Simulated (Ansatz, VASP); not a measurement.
**HfC: VASP beside Ansatz**

```
Hf C
1.0
     0.00000    2.25230    2.47753
     2.25230    0.00000    2.47753
     2.25230    2.25230    0.00000
Hf C
1 1
Direct
  0.50000 0.50000 0.50000
  0.00000 0.00000 0.00000
```

Alike in both runs: task single point; functional PBEsol; k mesh 20 × 20 × 20; occupations gaussian, width 0.15 eV; no spin polarisation.

|  | VASP | Ansatz |
| --- | --- | --- |
| version | VASP 6.6.1 | Ansatz 0.2.0 |
| potentials or method | VASP PAW PBE potentials, release 64 (Hf_pv, C), cutoff 520 eV | scalar-relativistic, plane waves, PAW |
| valence electrons in the cell | 14 | 30 |

```tsv
	VASP	Ansatz	Ansatz less VASP
gap on the k mesh at the Fermi level (eV)	none	none	-
pressure (GPa)	-2.8	-2.5	+0.32
traceless stress, the component that is largest in VASP (GPa)	-22.15	-21.81	+0.337
```

VASP's potentials were made for PBE, not for PBEsol. A gap of «none» marks a metal or a gap that the smearing closes. With one functional, cell and mesh, what is left measures potentials, basis and numerics. VASP's potentials hold 14 valence electrons a cell and Ansatz's 30, so a difference there can come from the potentials and not from the codes.

Spin-orbit coupling is off throughout.
